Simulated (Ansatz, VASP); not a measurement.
# One calculation of BN, two programs

```xyz
8
Lattice="4.7713 0.0000 0.0000 0.0000 4.7713 0.0000 0.0000 0.0000 3.3827" Properties=species:S:1:pos:R:3 pbc="T T T"
B     1.2867    0.0000    1.6913
B     3.4846    0.0000    1.6913
B     0.0000    1.2867    1.6913
B     0.0000    3.4846    1.6913
N     2.3857    0.0000    2.7449
N     0.0000    2.3857    2.7449
N     2.3857    0.0000    0.6378
N     0.0000    2.3857    0.6378
```

Alike in both runs: task relaxation of cell and atoms; functional PBE; k mesh 8 × 8 × 12; occupations gaussian, width 0.1 eV; no spin polarisation.

```csv
,VASP,Ansatz
version,VASP 6.6.1,Ansatz 0.2.0
potentials or method,"VASP PAW PBE potentials, release 64 (B, N), cutoff 600 eV","scalar-relativistic, plane waves, PAW"
valence electrons in the cell,32,32
```

Ansatz gave:

```
gap on the k mesh at the Fermi level, each at its own relaxed structure (eV) : none
relaxed volume (Å³/atom)                                                     : 9.60
relaxed cell length with the largest relative difference (Å)                 : 4.761
```

Q: Estimate VASP's values.

A: gap on the k mesh at the Fermi level, each at its own relaxed structure (eV): none; relaxed volume (Å³/atom): 9.58; relaxed cell length with the largest relative difference (Å): 4.757.

A gap of «none» marks a metal or a gap that the smearing closes.
